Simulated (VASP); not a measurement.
# BN in VASP: a series of runs

Runs on BN. Level: PBE. Tasks: single point.

Everything below comes from runs of VASP 6.6.1. Logs are shortened: lines on timing, memory, paths and dates and some standing lists are left out, and cuts for length are marked.

## (1) The cell of the first run

The structure is hexagonal, space group P6_3/mmc (No. 194). The conventional cell has a = 2.512 Å, b = 2.512 Å, c = 8.343 Å, α = 90.00°, β = 90.00°, γ = 120.00°. B (site symmetry -6m2) has 3 N at 1.45 Å within 1.9 Å. Within 1.9 Å of N (site symmetry -6m2) lie 3 B at 1.45 Å.

## (2) Single point, PBE

Input file INCAR:

```
PREC = Accurate
ENCUT = 520
EDIFF = 1E-6
ISMEAR = 0
SIGMA = 0.02
LREAL = F
LASPH = T
NELM = 100
ALGO = Normal
ISIF = 2
LWAVE = F
LCHARG = F
GGA = PE
NBANDS = 16
```

Input file KPOINTS:

```
regular mesh
0
Gamma
  12 12 4
```

Input file POSCAR:

```
BN
1.0
    2.5121811589      0.0000000000      0.0000000000
   -1.2560905794      2.1756127025      0.0000000000
    0.0000000000      0.0000000000      8.3431585514
B N
2 2
Direct
    0.3333333333      0.6666666667      0.2500000000
    0.6666666667      0.3333333333      0.7500000000
    0.3333333333      0.6666666667      0.7500000000
    0.6666666667      0.3333333333      0.2500000000
```

Potentials or basis: VASP PAW PBE potentials, release 64 (B, N).

Run with:

```bash
$ cat potpaw_PBE.64/B/POTCAR potpaw_PBE.64/N/POTCAR > POTCAR
$ mpirun -np 1 vasp_std > vasp.out
```

OUTCAR:

```text
PREC = Accurate
   ENCUT = 520
   EDIFF = 1E-6
   ISMEAR = 0
   LREAL = F
   LASPH = T
   NELM = 100
   ISIF = 2
   GGA = PE

 ion  position               nearest neighbor table
   1  0.333  0.667  0.250-   4 1.45   4 1.45   4 1.45
   2  0.667  0.333  0.750-   3 1.45   3 1.45   3 1.45
   3  0.333  0.667  0.750-   2 1.45   2 1.45   2 1.45
   4  0.667  0.333  0.250-   1 1.45   1 1.45   1 1.45

  LATTYP: Found a hexagonal cell.
 ALAT       =     2.5121811589
 C/A-ratio  =     3.3210815716

  Lattice vectors:

 A1 = (   2.5121811589,   0.0000000000,   0.0000000000)
 A2 = (  -1.2560905794,   2.1756127025,   0.0000000000)
 A3 = (   0.0000000000,   0.0000000000,   8.3431585514)

Analysis of symmetry for initial positions (statically):
=====================================================================
 Subroutine PRICEL returns:
 Original cell was already a primitive cell.

 Routine SETGRP: Setting up the symmetry group for a
 hexagonal supercell.

 Subroutine GETGRP returns: Found 24 space group operations
 (whereof 12 operations were pure point group operations)
 out of a pool of 24 trial point group operations.

The static configuration has the point symmetry D_3d.
 The point group associated with its full space group is D_6h.

Analysis of symmetry for dynamics (positions and initial velocities):
=====================================================================
 Subroutine PRICEL returns:
 Original cell was already a primitive cell.

 Routine SETGRP: Setting up the symmetry group for a
 hexagonal supercell.

 Subroutine GETGRP returns: Found 24 space group operations
 (whereof 12 operations were pure point group operations)
 out of a pool of 24 trial point group operations.

The dynamic configuration has the point symmetry D_3d.
 The point group associated with its full space group is D_6h.

 Subroutine INISYM returns: Found 24 space group operations
 (whereof 12 operations are pure point group operations),
 and found     1 'primitive' translations

----------------------------------------------------------------------------------------

                                     Primitive cell

  volume of cell :      45.5998

  direct lattice vectors                    reciprocal lattice vectors
     2.512181159  0.000000000  0.000000000     0.398060465  0.229820317  0.000000000
    -1.256090579  2.175612703  0.000000000     0.000000000  0.459640633  0.000000000
     0.000000000  0.000000000  8.343158551     0.000000000  0.000000000  0.119858683

  length of vectors
     2.512181159  2.512181159  8.343158551     0.459640633  0.459640633  0.119858683

  position of ions in fractional coordinates (direct lattice)
     0.333333333  0.666666667  0.250000000
     0.666666667  0.333333333  0.750000000
     0.333333333  0.666666667  0.750000000
     0.666666667  0.333333333  0.250000000

  ion indices of the primitive-cell ions
   primitive index   ion index
                 1           1
                 2           2
                 3           3
                 4           4

----------------------------------------------------------------------------------------

 KPOINTS: regular mesh

Automatic generation of k-mesh.
 Grid dimensions read from file:
 generate k-points for:   12   12    4

 Generating k-lattice:

  Cartesian coordinates                     Fractional coordinates (reciprocal lattice)
     0.033171705  0.019151693  0.000000000     0.083333333  0.000000000  0.000000000
     0.000000000  0.038303386  0.000000000     0.000000000  0.083333333  0.000000000
     0.000000000  0.000000000  0.029964671     0.000000000  0.000000000  0.250000000

  Length of vectors
     0.038303386  0.038303386  0.029964671

  Shift w.r.t. Gamma in fractional coordinates (k-lattice)
     0.000000000  0.000000000  0.000000000

 Subroutine IBZKPT returns following result:
 ===========================================

 Found     57 irreducible k-points:

 Following reciprocal coordinates:
            Coordinates               Weight
  0.000000  0.000000  0.000000      1.000000
  0.083333 -0.000000  0.000000      6.000000
  0.166667 -0.000000  0.000000      6.000000
  0.250000 -0.000000  0.000000      6.000000
  0.333333 -0.000000  0.000000      6.000000
  0.416667 -0.000000  0.000000      6.000000
[... 16 lines left out ...]
  0.250000 -0.000000  0.250000     12.000000
  0.333333 -0.000000  0.250000     12.000000
 [... further k-points ...]
   k-points           NKPTS =     57   k-points in BZ     NKDIM =     57   number of bands    NBANDS=     16
   number of dos      NEDOS =    301   number of ions     NIONS =      4
   total plane-waves  NPLWV =  25600
   dimension x,y,z NGX =    20 NGY =   20 NGZ =   64
   dimension x,y,z NGXF=    40 NGYF=   40 NGZF=  128
   ions per type =               2   2
   NGX,Y,Z   is equivalent  to a cutoff of  13.24, 13.24, 12.75 a.u.
   NGXF,Y,Z  is equivalent  to a cutoff of  26.47, 26.47, 25.51 a.u.
 SYSTEM =  unknown system
[... 119 lines left out ...]
      5      -2.9706      2.00000
      6      -2.9651      2.00000
[... 8 lines left out ...]
     15      14.9856      0.00000
     16      18.0899      0.00000

 k-point     6 :       0.4167   -0.0000    0.0000
  band No.  band energies     occupation
      1     -14.3208      2.00000
      2     -14.3031      2.00000
      3      -7.6673      2.00000
      4      -7.6584      2.00000
      5      -3.3780      2.00000
      6      -3.3722      2.00000
[... 8 lines left out ...]
     15      14.9385      0.00000
     16      16.9378      0.00000

 k-point     7 :       0.5000   -0.0000    0.0000
  band No.  band energies     occupation
      1     -13.9549      2.00000
      2     -13.9467      2.00000
      3      -8.2511      2.00000
      4      -8.2419      2.00000
      5      -3.5189      2.00000
      6      -3.5130      2.00000
[... 8 lines left out ...]
     15      14.7402      0.00000
     16      15.8961      0.00000

 k-point     8 :       0.0833    0.0833    0.0000
  band No.  band energies     occupation
      1     -16.6325      2.00000
      2     -16.5940      2.00000
      3      -4.3467      2.00000
      4      -3.7660      2.00000
      5      -2.2199      2.00000
      6      -2.2133      2.00000
[... 8 lines left out ...]
     15      13.4456      0.00000
     16      13.6913      0.00000

 k-point     9 :       0.1667    0.0833    0.0000
  band No.  band energies     occupation
      1     -16.1236      2.00000
      2     -16.0885      2.00000
      3      -3.6993      2.00000
      4      -3.6928      2.00000
      5      -3.6455      2.00000
      6      -3.0970      2.00000
[... 8 lines left out ...]
     15      12.8737      0.00000
     16      14.6934      0.00000
[... 172 lines left out ...]
 k-point    19 :       0.3333    0.3333    0.0000
  band No.  band energies     occupation
      1     -13.3770      2.00000
      2     -13.3770      2.00000
      3      -7.2620      2.00000
      4      -7.2408      2.00000
      5      -6.5490      2.00000
      6      -6.5490      2.00000
[... 8 lines left out ...]
     15      14.7286      0.00000
     16      17.3036      0.00000

 k-point    20 :       0.0000    0.0000    0.2500
  band No.  band energies     occupation
      1     -17.0222      2.00000
      2     -16.9933      2.00000
      3      -4.8065      2.00000
      4      -4.3814      2.00000
      5      -0.7471      2.00000
      6      -0.7471      2.00000
[... 8 lines left out ...]
     15      12.1210      0.00000
     16      12.7761      0.00000

 k-point    21 :       0.0833   -0.0000    0.2500
  band No.  band energies     occupation
      1     -16.8892      2.00000
      2     -16.8609      2.00000
      3      -4.6261      2.00000
      4      -4.2061      2.00000
      5      -1.3040      2.00000
      6      -1.3022      2.00000
[... 8 lines left out ...]
     15      12.6969      0.00000
     16      12.7077      0.00000

 k-point    22 :       0.1667   -0.0000    0.2500
  band No.  band energies     occupation
      1     -16.4978      2.00000
      2     -16.4712      2.00000
      3      -4.0929      2.00000
      4      -3.6891      2.00000
      5      -2.7083      2.00000
      6      -2.7044      2.00000
[... 8 lines left out ...]
     15      14.1613      0.00000
     16      14.2896      0.00000

 k-point    23 :       0.2500   -0.0000    0.2500
  band No.  band energies     occupation
      1     -15.8751      2.00000
      2     -15.8514      2.00000
      3      -4.4856      2.00000
      4      -4.4823      2.00000
      5      -3.2335      2.00000
      6      -2.8590      2.00000
[... 8 lines left out ...]
     15      14.8335      0.00000
     16      16.5433      0.00000

 k-point    24 :       0.3333   -0.0000    0.2500
  band No.  band energies     occupation
      1     -15.0899      2.00000
      2     -15.0707      2.00000
      3      -6.2530      2.00000
      4      -6.2485      2.00000
      5      -2.9698      2.00000
      6      -2.9659      2.00000
[... 8 lines left out ...]
     15      15.8417      0.00000
     16      18.0591      0.00000

 [... further k-points ...]
[... 5 lines left out ...]
  --------------------------------------------------------------------------------------
  -------------------------------------------------------------------------------------
  Total        0.0352487      0.0352487     -0.0201251      0.0000000     -0.0000000      0.0000000
  in kB        1.2384858      1.2384858     -0.7071074      0.0000000     -0.0000000      0.0000000
  external PRESSURE =       0.5899547 kB  Pullay stress =       0.0000000 kB

 VOLUME and BASIS-vectors are now :
 -----------------------------------------------------------------------------
  energy-cutoff  :      520.00
  volume of cell :       45.60
      direct lattice vectors                 reciprocal lattice vectors
     2.512181159  0.000000000  0.000000000     0.398060465  0.229820317  0.000000000
    -1.256090579  2.175612703  0.000000000     0.000000000  0.459640633  0.000000000
     0.000000000  0.000000000  8.343158551     0.000000000  0.000000000  0.119858683

 POSITION                                       TOTAL-FORCE (eV/Angst)
 -----------------------------------------------------------------------------------
     -0.00000      1.45041      2.08579         0.000000      0.000000      0.000000
      1.25609      0.72520      6.25737        -0.000000     -0.000000      0.000000
     -0.00000      1.45041      6.25737        -0.000000      0.000000      0.000000
      1.25609      0.72520      2.08579        -0.000000      0.000000      0.000000
 -----------------------------------------------------------------------------------
    total drift:                                0.000000     -0.000000      0.000000

  FREE ENERGIE OF THE ION-ELECTRON SYSTEM (eV)
  ---------------------------------------------------
  free  energy   TOTEN  =       -35.2072107421 eV

  energy  without entropy=      -35.2072107421  energy(sigma->0) =      -35.20721074
```

Run time: 66 s. Hardware: 1 thread of Intel Xeon 8259CL, shared host; peak memory 0.18 GiB.

What came out:

| Item | Value |
| --- | --- |
| Free energy | -35.2072 eV |
| Pressure | 0.1 GPa |
| Band gap on the k mesh | 4.40 eV (least direct gap 4.66 eV) |

Levels at points of the mesh, in eV from the valence-band top:
| k point | band 5 | band 6 | band 7 | band 8 | band 9 | band 10 | band 11 | band 12 |
| --- | --- | --- | --- | --- | --- | --- | --- | --- |
| (0.00, 0.00, 0.00) | -1.35 | -1.35 | -1.35 | -1.35 | 4.40 | 7.76 | 10.08 | 11.51 |
| (0.50, 0.00, 0.00) | -4.12 | -4.12 | -1.02 | -0.78 | 4.58 | 5.01 | 9.43 | 9.86 |
| (0.00, 0.00, 0.50) | -1.35 | -1.35 | -1.35 | -1.35 | 5.69 | 5.69 | 11.51 | 11.51 |
| (0.50, 0.00, 0.50) | -4.12 | -4.12 | -0.90 | -0.90 | 4.77 | 4.77 | 9.69 | 9.69 |

Caveat: this functional lacks dispersion, which binds layers or chains, so the pressure and a relaxed spacing across them are unreliable.

## (3) Single point, PBE

Input file INCAR:

```
SYSTEM = BN
PREC     = Accurate       ! precision mode
ENCUT    = 520            ! plane-wave cutoff, eV
EDIFF    = 1E-6           ! SCF threshold, eV
ISMEAR   = 0              ! smearing method
SIGMA    = 0.02           ! smearing width, eV
LREAL    = .False.        ! projectors in reciprocal space
LASPH    = .True.         ! aspherical terms in the spheres
NELM     = 60             ! most SCF steps
ALGO     = Normal         ! electronic algorithm
ISIF     = 2              ! what is computed and relaxed
LWAVE    = .False.        ! write WAVECAR
LCHARG   = .False.        ! write CHGCAR
GGA      = PE             ! functional
NBANDS   = 16             ! bands
```

Input file KPOINTS:

```
regular mesh
0
Gamma
  12 12 4
  0 0 0
```

POSCAR is that of step 2.

Potentials or basis: VASP PAW PBE potentials, release 64 (B, N).

Run with:

```bash
$ cat potpaw_PBE.64/B/POTCAR potpaw_PBE.64/N/POTCAR > POTCAR
$ mpirun -np 1 vasp_std > vasp.out
```

Wall time 64 s (1 thread of Intel Xeon 8259CL, shared host); peak memory 0.18 GiB.

Results (log left out):

- Free energy: -35.2072 eV
- Pressure: 0.1 GPa
- Band gap on the k mesh: 4.40 eV (least direct gap 4.66 eV)

Stress tensor (GPa, compression positive):
```
 0.12  0.00  0.00
 0.00  0.12  0.00
 0.00  0.00 -0.07
```

Levels at points of the mesh, in eV from the valence-band top:
```tsv
k point	band 6	band 7	band 8	band 9	band 10	band 11
(0.00, 0.00, 0.00)	-1.35	-1.35	-1.35	4.40	7.76	10.08
(0.50, 0.00, 0.00)	-4.12	-1.02	-0.78	4.58	5.01	9.43
(0.00, 0.00, 0.50)	-1.35	-1.35	-1.35	5.69	5.69	11.51
(0.50, 0.00, 0.50)	-4.12	-0.90	-0.90	4.77	4.77	9.69
```

Caveat: this functional lacks dispersion, which binds layers or chains, so the pressure and a relaxed spacing across them are unreliable.

## (4) Single point, PBE (uniaxial strain along a: -2.0 %)

Input file INCAR:

```
SYSTEM = BN
  ALGO = Normal
  EDIFF = 1E-7
  ENCUT = 520
  GGA = PE
  ISIF = 2
  ISMEAR = 0
  LASPH = .True.
  LCHARG = .True.
  LELF = .True.
  LREAL = .False.
  LVHAR = .True.
  LWAVE = .False.
  NBANDS = 16
  NELM = 60
  PREC = Accurate
  SIGMA = 0.02
```

Input file KPOINTS:

```
k-points
0
Gamma
  12 12 4
  0 0 0
```

Input file POSCAR:

```
BN
1.0
    2.4619375357      0.0000000000      0.0000000000
   -1.2309687679      2.1864907660      0.0000000000
    0.0000000000      0.0000000000      8.3848743442
B N
2 2
Direct
    0.3333333333      0.6666666667      0.2500000000
    0.6666666667      0.3333333333      0.7500000000
    0.3333333333      0.6666666667      0.7500000000
    0.6666666667      0.3333333333      0.2500000000
```

Run with:

```bash
$ cat potpaw_PBE.64/B/POTCAR potpaw_PBE.64/N/POTCAR > POTCAR
$ mpirun -np 1 vasp_std > vasp.out
```

Wall time 2.6 min (1 thread of Intel Xeon 8259CL, shared host); peak memory 0.21 GiB.

It converged, with:

```yaml
Free_energy: -35.1649 eV
Pressure: 4.6 GPa
Largest_force: 0.323 eV/Å
Band_gap_on_the_k_mesh: 4.36 eV (least direct gap 4.72 eV)
```

Forces on the atoms (eV/Å):
```
B    0.000  0.323  0.000
B    0.000 -0.323  0.000
N    0.000  0.323  0.000
N    0.000 -0.323  0.000
```

Stress tensor (GPa, compression positive):
```
14.59  0.00  0.00
 0.00 -0.74  0.00
 0.00  0.00 -0.09
```

Levels at points of the mesh, in eV from the valence-band top:
| k point | band 4 | band 5 | band 6 | band 7 | band 8 | band 9 | band 10 | band 11 | band 12 | band 13 |
| --- | --- | --- | --- | --- | --- | --- | --- | --- | --- | --- |
| (0.00, 0.00, 0.00) | -5.02 | -1.39 | -1.39 | -1.26 | -1.26 | 4.36 | 7.70 | 10.07 | 11.34 | 11.50 |
| (0.50, 0.00, 0.00) | -8.91 | -4.28 | -4.27 | -0.96 | -0.74 | 4.66 | 5.06 | 9.45 | 9.84 | 12.24 |
| (0.00, 0.50, 0.00) | -9.00 | -3.90 | -3.90 | -1.20 | -0.96 | 4.55 | 5.02 | 9.95 | 10.62 | 12.00 |
| (0.00, 0.00, 0.50) | -5.33 | -1.39 | -1.39 | -1.26 | -1.26 | 5.64 | 5.64 | 11.23 | 11.23 | 11.96 |
| (0.50, 0.00, 0.50) | -8.91 | -4.28 | -4.28 | -0.85 | -0.85 | 4.84 | 4.84 | 9.69 | 9.69 | 12.81 |
| (0.00, 0.50, 0.50) | -9.00 | -3.90 | -3.90 | -1.08 | -1.08 | 4.76 | 4.76 | 10.35 | 10.35 | 12.67 |

Caveat: the cell differs from its parent crystal (uniaxial strain along a: -2.0 %); the stress differs along the axes, from -1 to 15 GPa; this functional lacks dispersion, which binds layers or chains, so the pressure and a relaxed spacing across them are unreliable. A k mesh can miss the band edges.

## (5) Single point, PBE (uniaxial strain along a: +2.0 %)

Input file INCAR:

```
ALGO     = Normal         # electronic algorithm
EDIFF    = 1E-7           # SCF threshold, eV
ENCUT    = 520            # plane-wave cutoff, eV
GGA      = PE             # functional
ISIF     = 2              # what is computed and relaxed
ISMEAR   = 0              # smearing method
LASPH    = T              # aspherical terms in the spheres
LCHARG   = F              # write CHGCAR
LREAL    = F              # projectors in reciprocal space
LWAVE    = F              # write WAVECAR
NBANDS   = 16             # bands
NELM     = 60             # most SCF steps
PREC     = Accurate       # precision mode
SIGMA    = 0.02           # smearing width, eV
```

Input file KPOINTS:

```
k-points
0
Gamma
  12 12 4
```

Input file POSCAR:

```
BN
1.0
    2.5624247821      0.0000000000      0.0000000000
   -1.2812123910      2.1647346390      0.0000000000
    0.0000000000      0.0000000000      8.3014427586
B N
2 2
Direct
    0.3333333333      0.6666666667      0.2500000000
    0.6666666667      0.3333333333      0.7500000000
    0.3333333333      0.6666666667      0.7500000000
    0.6666666667      0.3333333333      0.2500000000
```

Run with:

```bash
$ cat potpaw_PBE.64/B/POTCAR potpaw_PBE.64/N/POTCAR > POTCAR
$ mpirun -np 1 vasp_std > vasp.out
```

Wall time 2.7 min (1 thread of Intel Xeon 8259CL, shared host); peak memory 0.21 GiB.

It converged, with:

- Free energy: -35.1700 eV
- Pressure: -3.9 GPa
- Largest force: 0.269 eV/Å
- Band gap on the k mesh: 4.41 eV (least direct gap 4.60 eV)

Forces in eV/Å, atoms in the order of the input:
```
B    0.000 -0.269  0.000
B    0.000  0.269  0.000
N    0.000 -0.269  0.000
N    0.000  0.269  0.000
```

Stress tensor (GPa, compression positive):
```
-12.88   0.00   0.00
  0.00   1.21   0.00
  0.00   0.00  -0.07
```

Levels at points of the mesh, in eV from the valence-band top:
```tsv
k point	band 6	band 7	band 8	band 9	band 10	band 11
(0.00, 0.00, 0.00)	-1.42	-1.33	-1.33	4.41	7.81	9.86
(0.50, 0.00, 0.00)	-3.96	-1.08	-0.83	4.49	4.96	9.39
(0.00, 0.50, 0.00)	-4.31	-0.85	-0.62	4.59	4.98	8.84
(0.00, 0.00, 0.50)	-1.42	-1.33	-1.33	5.72	5.72	11.07
(0.50, 0.00, 0.50)	-3.97	-0.95	-0.95	4.70	4.70	9.69
(0.00, 0.50, 0.50)	-4.32	-0.74	-0.74	4.76	4.76	9.02
```

Caveat: the cell differs from its parent crystal (uniaxial strain along a: +2.0 %); the stress differs along the axes, from -13 to 1 GPa; this functional lacks dispersion, which binds layers or chains, so the pressure and a relaxed spacing across them are unreliable. A k mesh can miss the band edges.

## (6) Overview

| cell | gap on the mesh (eV) | pressure (GPa) | largest force (eV/Å) |
| --- | --- | --- | --- |
| a = 2.512, b = 2.512, c = 8.343 Å, angles 90.0, 90.0, 120.0°, 4 atoms | 4.40 | 0.1 | - |
| a = 2.462, b = 2.509, c = 8.385 Å, angles 90.0, 90.0, 119.4°, 4 atoms | 4.36 | 4.6 | 0.32 |
| a = 2.562, b = 2.515, c = 8.301 Å, angles 90.0, 90.0, 120.6°, 4 atoms | 4.41 | -3.9 | 0.27 |

Alike in all rows: task single point; level PBE; potentials or basis VASP PAW PBE potentials, release 64 (B, N); no spin polarisation; k mesh 12 × 12 × 4; cutoff (eV) 520; smearing gaussian 0.02 eV.

Caveats: this functional lacks dispersion, which binds layers or chains, so the pressure and a relaxed spacing across them are unreliable; the stress differs along the axes, from -1 to 15 GPa (at least some runs); the stress differs along the axes, from -13 to 1 GPa (at least some runs).

Total energies depend on the potentials used, so only differences within one code and one set of settings carry meaning.
